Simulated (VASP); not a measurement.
# Fe4Pt (I4/m) in VASP: single point with PBE

Aim: the single point of Fe4Pt with PBE.

Everything below comes from runs of VASP 6.6.1. Logs are shortened: lines on timing, memory, paths and dates and some standing lists are left out, and cuts for length are marked.

**1. The cell of the first run**

The structure is tetragonal, space group I4/m (No. 87). The conventional cell has a = 6.609 Å, b = 6.609 Å, c = 2.911 Å, α = 90.00°, β = 90.00°, γ = 90.00°. Within 3.3 Å of Fe (site symmetry m) lie 11 Fe at 2.49 to 3.08 Å and 3 Pt at 2.62 to 2.88 Å. Pt (site symmetry 4/m) has 12 Fe at 2.62 to 2.88 Å and 2 Pt at 2.91 Å within 3.5 Å.

**2. Single point, PBE, collinear spin, ferromagnetic start**

Input file INCAR:

```
SYSTEM = Fe4Pt
PREC     = Accurate       ! precision mode
ENCUT    = 600            ! plane-wave cutoff, eV
EDIFF    = 1E-6           ! SCF threshold, eV
ISMEAR   = 0              ! smearing method
SIGMA    = 0.1            ! smearing width, eV
LREAL    = .False.        ! projectors in reciprocal space
LASPH    = .True.         ! aspherical terms in the spheres
NELM     = 200            ! most SCF steps
ALGO     = Normal         ! electronic algorithm
ISIF     = 2              ! what is computed and relaxed
LWAVE    = .False.        ! write WAVECAR
LCHARG   = .False.        ! write CHGCAR
ISPIN    = 2              ! spin polarisation
MAGMOM   = 2.99 2.99 2.99 2.99 0.58 ! initial moments
LORBIT   = 11             ! projections on sites
LMAXMIX  = 4              ! l up to which the mixer works
GGA      = PE             ! functional
NBANDS   = 33             ! bands
GGA_COMPAT= .False.      
KPAR     = 4
```

Input file KPOINTS:

```
Automatic mesh
0
Gamma
  14 14 14
  0 0 0
```

Input file POSCAR:

```
Fe4Pt
1.0
   -3.3043552000      3.3043552000      1.4553651000
    3.3043552000     -3.3043552000      1.4553651000
    3.3043552000      3.3043552000     -1.4553651000
Fe Pt
4 1
Direct
    0.6881300000      0.8931580000      0.5812880000
    0.3118700000      0.1068420000      0.4187120000
    0.1068420000      0.6881300000      0.7949720000
    0.8931580000      0.3118700000      0.2050280000
    0.5000000000      0.5000000000      0.0000000000
```

Potentials or basis: VASP PAW PBE potentials, release 64 (Fe, Pt).

Command:

```sh
> cat potpaw_PBE.64/Fe/POTCAR potpaw_PBE.64/Pt/POTCAR > POTCAR
> mpirun -np 4 vasp_std > vasp.out
```

OUTCAR:

```text
SYSTEM = Fe4Pt
   PREC = Accurate
   ENCUT = 600
   EDIFF = 1E-6
   ISMEAR = 0
   LREAL = .False.
   LASPH = .True.
   NELM = 200
   ISIF = 2
   ISPIN = 2
   LORBIT = 11
   GGA = PE

 ion  position               nearest neighbor table
   1  0.688  0.893  0.581-   4 2.49   3 2.49   4 2.49   3 2.49   2 2.52   2 2.52   5 2.62   5 2.62
                             2 2.86   5 2.88   4 3.08   3 3.08
   2  0.312  0.107  0.419-   3 2.49   3 2.49   4 2.49   4 2.49   1 2.52   1 2.52   5 2.62   5 2.62
                             1 2.86   5 2.88   3 3.08   4 3.08
   3  0.107  0.688  0.795-   2 2.49   1 2.49   2 2.49   1 2.49   4 2.52   4 2.52   5 2.62   5 2.62
                             4 2.86   5 2.88   1 3.08   2 3.08
   4  0.893  0.312  0.205-   1 2.49   2 2.49   1 2.49   2 2.49   3 2.52   3 2.52   5 2.62   5 2.62
                             3 2.86   5 2.88   1 3.08   2 3.08
   5  0.500  0.500  0.000-   3 2.62   1 2.62   2 2.62   4 2.62   4 2.62   3 2.62   2 2.62   1 2.62
                             2 2.88   1 2.88   3 2.88   4 2.88

  LATTYP: Found a body centered tetragonal cell.
 ALAT       =     6.6087104000
 C/A-ratio  =     0.4404384553

  Lattice vectors:

 A1 = (  -3.3043552000,   3.3043552000,   1.4553651000)
 A2 = (   3.3043552000,  -3.3043552000,   1.4553651000)
 A3 = (   3.3043552000,   3.3043552000,  -1.4553651000)

Analysis of symmetry for initial positions (statically):
=====================================================================
 Subroutine PRICEL returns:
 Original cell was already a primitive cell.

 Routine SETGRP: Setting up the symmetry group for a
 body centered tetragonal supercell.

 Subroutine GETGRP returns: Found  8 space group operations
 (whereof  8 operations were pure point group operations)
 out of a pool of 16 trial point group operations.

The static configuration has the point symmetry C_4h.

Analysis of symmetry for dynamics (positions and initial velocities):
=====================================================================
 Subroutine PRICEL returns:
 Original cell was already a primitive cell.

 Routine SETGRP: Setting up the symmetry group for a
 body centered tetragonal supercell.

 Subroutine GETGRP returns: Found  8 space group operations
 (whereof  8 operations were pure point group operations)
 out of a pool of 16 trial point group operations.

The dynamic configuration has the point symmetry C_4h.

Analysis of structural, dynamic, and magnetic symmetry:
=====================================================================
 Subroutine PRICEL returns:
 Original cell was already a primitive cell.

 Routine SETGRP: Setting up the symmetry group for a
 body centered tetragonal supercell.

 Subroutine GETGRP returns: Found  8 space group operations
 (whereof  8 operations were pure point group operations)
 out of a pool of 16 trial point group operations.

The overall configuration has the point symmetry C_4h.

 Subroutine INISYM returns: Found  8 space group operations
 (whereof  8 operations are pure point group operations),
 and found     1 'primitive' translations

----------------------------------------------------------------------------------------

                                     Primitive cell

  volume of cell :      63.5631

  direct lattice vectors                    reciprocal lattice vectors
    -3.304355200  3.304355200  1.455365100     0.000000000  0.151315452  0.343556404
     3.304355200 -3.304355200  1.455365100     0.151315452  0.000000000  0.343556404
     3.304355200  3.304355200 -1.455365100     0.151315452  0.151315452  0.000000000

  length of vectors
     4.894447277  4.894447277  4.894447277     0.375402942  0.375402942  0.213992364

  position of ions in fractional coordinates (direct lattice)
     0.688130000  0.893158000  0.581288000
     0.311870000  0.106842000  0.418712000
     0.106842000  0.688130000  0.794972000
     0.893158000  0.311870000  0.205028000
     0.500000000  0.500000000  0.000000000

  ion indices of the primitive-cell ions
   primitive index   ion index
                 1           1
[... 32 lines left out ...]
            Coordinates               Weight
  0.000000  0.000000  0.000000      1.000000
  0.071429  0.000000  0.000000      8.000000
  0.142857  0.000000  0.000000      8.000000
  0.214286  0.000000  0.000000      8.000000
  0.285714  0.000000  0.000000      8.000000
  0.357143  0.000000  0.000000      8.000000
[... 16 lines left out ...]
 -0.071429  0.428571  0.000000      8.000000
 -0.357143  0.071429  0.000000      8.000000
 [... further k-points ...]
   k-points           NKPTS =    376   k-points in BZ     NKDIM =    376   number of bands    NBANDS=     33
   number of dos      NEDOS =    301   number of ions     NIONS =      5
   total plane-waves  NPLWV =  64000
   dimension x,y,z NGX =    40 NGY =   40 NGZ =   40
   dimension x,y,z NGXF=    80 NGYF=   80 NGZF=   80
   ions per type =               4   1
   NGX,Y,Z   is equivalent  to a cutoff of  13.59, 13.59, 13.59 a.u.
   NGXF,Y,Z  is equivalent  to a cutoff of  27.17, 27.17, 27.17 a.u.
 SYSTEM =  Fe4Pt
   PREC   = accura    normal or accurate (medium, high low for compatibility)
   ISTART =      0    job   : 0-new  1-cont  2-samecut
   ICHARG =      2    charge: 1-file 2-atom 10-const
   ISPIN  =      2    spin polarized calculation?
   LNONCOLLINEAR =      F non collinear calculations
   LSORBIT =      F    spin-orbit coupling
   LASPH  =      T    aspherical Exc in radial PAW
   ENCUT  =  600.0 eV  44.10 Ry    6.64 a.u.   9.78  9.78  9.78*2*pi/ulx,y,z
   NELM   =    200;   NELMIN=  2; NELMDL= -5     # of ELM steps
   EDIFF  = 0.1E-05   stopping-criterion for ELM
   LREAL  =      F    real-space projection
   EDIFFG = 0.1E-04   stopping-criterion for IOM
   NSW    =      0    number of steps for IOM
   IBRION =     -1    ionic relax: 0-MD 1-quasi-New 2-CG
   NFREE  =      0    steps in history (QN), initial steepest desc. (CG)
   ISIF   =      2    stress and relaxation
   ISYM   =      2    0-nonsym 1-usesym 2-fastsym
   POTIM  = 0.5000    time-step for ionic-motion
   TEBEG  =    0.0;   TEEND  =   0.0 temperature during run
   PSTRESS=    0.0 pullay stress
   NELECT =      42.0000    total number of electrons
   NUPDOWN=      -1.0000    fix difference up-down
   EMIN   =  10.00;   EMAX   =-10.00  energy-range for DOS
   EFERMI =   0.00;   METHOD = LEGACY
   ISMEAR =     0;   SIGMA  =   0.10  broadening in eV -4-tet -1-fermi 0-gaus
   EFERMI_NEDOS =   21; number of points for ismear=-14 and -15
   IALGO  =     38    algorithm
   IMIX   =      4    mixing-type and parameters
     AMIX     =   0.40;   BMIX     =  1.00
     AMIX_MAG =   1.60;   BMIX_MAG =  1.00
  volume/ion in A,a.u.               =      12.71        85.79
  Fermi-wavevector in a.u.,A,eV,Ry     =   1.425901  2.694563 27.663290  2.033194
  Thomas-Fermi vector in A             =   2.546236
   LORBIT       =     11    0 simple, 1 ext, 2 COOP (PROOUT), +10 PAW based schemes
   GGA     = PE    functional components
   LHFCALC =     F    Hartree Fock is set to
   AEXX    =    0.0000 exact exchange contribution
   IVDW    =     0    specifies the selected vdW correction
   LEPSILON=     F    determine dielectric tensor
   LRPA    =     F    only Hartree local field effects (RPA)
 spin polarized calculation
 Gauss-broadening in eV      SIGMA  =   0.10
  energy-cutoff  :      600.00
  volume of cell :       63.56
 maximum number of plane-waves:      2154
   NGX = 19   NGY = 19   NGZ = 19

 number of electron      41.9999987 magnetization      11.2162878

 Free energy of the ion-electron system (eV)
  ---------------------------------------------------
  ext. energy  EPLUGINS =         0.00000000
  ---------------------------------------------------
  free energy    TOTEN  =       -39.49430250 eV

  energy without entropy =      -39.47731814  energy(sigma->0) =      -39.48581032

 E-fermi :   6.9940     XC(G=0): -12.9130

 val. band max:        6.9930276879   @ k =  -0.2857   0.2857  -0.1429
 cond. band min:       6.9945789760   @ k =  -0.2857   0.4286   0.2857
 fundamental gap:      0.0015512881
 Fermi energy:         6.9940278091

 spin component 1

 k-point     1 :       0.0000    0.0000    0.0000
  band No.  band energies     occupation
      1      -2.0626      1.00000
      2       1.1680      1.00000
      3       1.7224      1.00000
      4       2.5316      1.00000
      5       2.6357      1.00000
      6       2.6357      1.00000
[... 853 lines left out ...]
     32      14.2290      0.00000
     33      15.2144      0.00000

 [... further k-points ...]

 spin component 2

 k-point     1 :       0.0000    0.0000    0.0000
  band No.  band energies     occupation
      1      -1.8703      1.00000
      2       1.6375      1.00000
      3       2.1560      1.00000
      4       3.0948      1.00000
      5       4.1084      1.00000
      6       4.1084      1.00000
[... 853 lines left out ...]
     32      15.2516      0.00000
     33      16.2102      0.00000

 [... further k-points ...]

------------------------ aborting loop because EDIFF is reached ----------------------------------------

  FORCE on cell =-STRESS in cart. coord.  units (eV):
  Direction    XX          YY          ZZ          XY          YZ          ZX
  --------------------------------------------------------------------------------------
  -------------------------------------------------------------------------------------
  Total       -0.1482833     -0.1482833     -0.1510834      0.0000006      0.0000000      0.0000000
  in kB       -3.7376401     -3.7376401     -3.8082197      0.0000142      0.0000000      0.0000000
  external PRESSURE =      -3.7611666 kB  Pullay stress =       0.0000000 kB

 VOLUME and BASIS-vectors are now :
 -----------------------------------------------------------------------------
  energy-cutoff  :      600.00
  volume of cell :       63.56
      direct lattice vectors                 reciprocal lattice vectors
    -3.304355200  3.304355200  1.455365100     0.000000000  0.151315452  0.343556404
     3.304355200 -3.304355200  1.455365100     0.151315452  0.000000000  0.343556404
     3.304355200  3.304355200 -1.455365100     0.151315452  0.151315452  0.000000000

 POSITION                                       TOTAL-FORCE (eV/Angst)
 -----------------------------------------------------------------------------------
      2.59827      1.24330      1.45537         0.001000     -0.005205      0.000000
      0.70609      2.06106      0.00000        -0.001000      0.005205     -0.000000
      4.54765      0.70609      0.00000        -0.005205     -0.001000      0.000000
     -1.24330      2.59827      1.45537         0.005205      0.001000     -0.000000
      0.00000      0.00000      1.45537        -0.000000      0.000000     -0.000000
 -----------------------------------------------------------------------------------
    total drift:                               -0.000000     -0.000000      0.000000

  FREE ENERGIE OF THE ION-ELECTRON SYSTEM (eV)
  ---------------------------------------------------
  free  energy   TOTEN  =       -39.4943025044 eV

  energy  without entropy=      -39.4773181373  energy(sigma->0) =      -39.48581032

 total charge

# of ion       s       p       d       tot
------------------------------------------
    1        0.449   0.484   6.191   7.125
    2        0.449   0.484   6.191   7.125
    3        0.449   0.484   6.191   7.125
    4        0.449   0.484   6.191   7.125
    5        0.724   0.677   7.997   9.397
--------------------------------------------------
tot          2.521   2.614  32.762  37.896

 magnetization (x)

# of ion       s       p       d       tot
------------------------------------------
    1       -0.005  -0.036   2.727   2.686
    2       -0.005  -0.036   2.727   2.686
    3       -0.005  -0.036   2.727   2.686
    4       -0.005  -0.036   2.727   2.686
    5       -0.025  -0.078   0.547   0.444
--------------------------------------------------
tot         -0.044  -0.223  11.456  11.189
```

Wall time 19 min (4 MPI ranks of Intel Xeon 6975P-C (Granite Rapids), shared host); peak memory 1.4 GiB.

What came out:

```
Free energy                                           : -39.4943 eV
Pressure                                              : -0.4 GPa
Largest force                                         : 0.005 eV/Å
Net moment                                            : 11.22 μB per cell
Site moments                                          : Fe +2.69; Pt +0.44 μB
Valence electrons inside the program's atomic spheres : Fe 7.12; Pt 9.40
```

Forces on the atoms (eV/Å):
```
Fe   0.001 -0.005  0.000
Fe  -0.001  0.005  0.000
Fe  -0.005 -0.001  0.000
Fe   0.005  0.001  0.000
Pt   0.000  0.000  0.000
```

Levels at points of the mesh, in eV from the Fermi level:
Spin up:
```csv
k point,band 25,band 26,band 27,band 28,band 29,band 30
"(0.00, 0.00, 0.00)",-0.64,-0.48,0.94,1.10,1.10,2.60
"(0.50, 0.00, 0.00)",-0.20,0.05,0.13,0.59,3.56,3.83
"(0.50, 0.50, 0.00)",-0.74,-0.67,-0.21,0.00,2.43,3.62
"(0.50, 0.50, 0.50)",-1.12,-0.71,-0.44,-0.44,-0.39,8.40
```
Spin down:
```
           k point  band 11  band 12  band 13  band 14  band 15  band 16  band 17  band 18  band 19  band 20
(0.00, 0.00, 0.00)    -1.56    -1.18    -0.56    -0.46    -0.37    -0.37     0.02     0.27     0.60     0.60
(0.50, 0.00, 0.00)    -1.32    -1.30    -1.03    -0.91    -0.21     0.18     0.34     0.93     1.10     1.19
(0.50, 0.50, 0.00)    -0.67    -0.56    -0.53    -0.43    -0.04     0.25     0.38     0.49     0.57     0.71
(0.50, 0.50, 0.50)    -1.07    -0.91    -0.91    -0.79    -0.08     0.18     0.71     0.71     0.98     0.98
```

Caveat: spin-orbit coupling is left out, which moves the levels of the heavy elements.
